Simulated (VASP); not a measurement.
AlOs: single point with LDA

Crystal: AlOs.

```xyz
2
Lattice="2.9979 0.0000 0.0000 0.0000 2.9979 0.0000 0.0000 0.0000 2.9979" Properties=species:S:1:pos:R:3 pbc="T T T"
Al    0.0000    0.0000    0.0000
Os    1.4990    1.4990    1.4990
```

| Item | Value |
| --- | --- |
| Program | VASP 6.6.1 |
| Task | single point |
| Functional | LDA |
| Potentials or basis | VASP PAW LDA potentials, release 64 (Al, Os) |
| Cutoff | 600 eV |
| k mesh | 7 × 7 × 7 |
| Occupations | fermi-dirac, width 0.1 eV |
| Spin | no spin polarisation |
| Dipole correction | no |
| Further INCAR settings | ALGO = Normal; EDIFF = 1e-06; NBANDS = 12 |

```json
{
  "Pressure": "-5.4 GPa",
  "Band gap on the k mesh": "zero (an odd number of electrons rules out a gap without spin polarisation)"
}
```

Levels at points of the mesh, in eV from the Fermi level:
| k point | band 2 | band 3 | band 4 | band 5 | band 6 | band 7 | band 8 | band 9 | band 10 | band 11 |
| --- | --- | --- | --- | --- | --- | --- | --- | --- | --- | --- |
| (0.00, 0.00, 0.00) | -4.23 | -4.23 | 0.36 | 0.36 | 0.36 | 5.57 | 5.57 | 5.57 | 11.54 | 11.54 |

Wall time 4.5 s on 1 thread of AMD EPYC 7R43 64-Core Processor (Zen 3), with other jobs on the host, peak memory 0.1 GiB.

Caveat: the cell stands under tension; spin-orbit coupling is left out, which moves the levels of the heavy elements.
